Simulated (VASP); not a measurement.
A run of VASP 6.6.1 is set up as follows.

INCAR

```
SYSTEM = BW5
PREC     = Accurate       ! precision mode
ENCUT    = 600            ! plane-wave cutoff, eV
EDIFF    = 1E-6           ! SCF threshold, eV
ISMEAR   = 0              ! smearing method
SIGMA    = 0.1            ! smearing width, eV
LREAL    = .FALSE.        ! projectors in reciprocal space
LASPH    = .TRUE.         ! aspherical terms in the spheres
NELM     = 100            ! most SCF steps
ALGO     = Fast           ! electronic algorithm
ISIF     = 3              ! what is computed and relaxed
LWAVE    = .FALSE.        ! write WAVECAR
LCHARG   = .FALSE.        ! write CHGCAR
GGA      = PE             ! functional
IBRION   = 2              ! ionic algorithm
NSW      = 90             ! ionic steps
EDIFFG   = -0.04          ! ionic threshold
```

File KPOINTS:

```
regular mesh
0
G
  6 6 4
  0 0 0
```

File POSCAR:

```
BW5
1.0
    4.3650489300      0.0000000000      0.0000000000
   -2.1825244600      3.7802432600      0.0000000000
    0.0000000000      0.0000000000      5.9253390400
B W
1 5
Direct
    0.0000000000      0.0000000000      0.5000000000
    0.6666666700      0.3333333300      0.7959949400
    0.0000000000      0.0000000000      0.0000000000
    0.6666666700      0.3333333300      0.2040050600
    0.3333333300      0.6666666700      0.2040050600
    0.3333333300      0.6666666700      0.7959949400
```

Potentials or basis: VASP PAW PBE potentials, release 64 (B, W_sv).

Command:

```sh
$ cat potpaw_PBE.64/B/POTCAR potpaw_PBE.64/W_sv/POTCAR > POTCAR
$ mpirun -np 1 vasp_std > vasp.out
```

Problem. What does it give for the band gap on the k mesh?

Solution. Zero (an odd number of electrons rules out a gap without spin polarisation).

Problem. Predict the space group after relaxing (to 0.1 Å).

Solution. P6/mmm (No. 191).

Problem. What does it give for the relaxed volume?

Solution. 15.44 Å³/atom.

Problem. Estimate the relaxed cell.

Solution. a = 4.536 Å, b = 4.536 Å, c = 5.201 Å, α = 90.00°, β = 90.00°, γ = 120.00°.

Step by step:
| step | energy change (eV) | largest force (eV/Å) | pressure (GPa) | volume (Å³) |
| --- | --- | --- | --- | --- |
| 1 | 0.0000 | 3.6952 | 16.43 | 97.77 |
| 2 | 1.2150 | 0.5712 | -37.40 | 122.54 |
| 3 | -1.1546 | 1.2360 | -14.14 | 107.04 |
| 4 | -2.8802 | 1.7557 | -6.30 | 96.33 |
| 5 | -2.8984 | 1.4555 | -3.94 | 94.95 |
| 6 | -2.6694 | 2.1052 | 16.65 | 87.32 |
| 7 | -3.1363 | 0.2054 | 2.04 | 91.80 |
| 8 | -3.2115 | 0.0910 | -2.43 | 93.66 |
| 9 | -3.2349 | 0.1240 | -1.21 | 93.05 |
| 10 | -3.2349 | 0.1256 | -1.15 | 93.03 |
| 11 | -3.2326 | 0.0781 | 1.95 | 91.99 |
| 12 | -3.2372 | 0.0433 | 0.11 | 92.60 |
| 13 | -3.2373 | 0.0055 | -0.02 | 92.66 |

Caveat: spin-orbit coupling is left out, which moves the levels of the heavy elements.
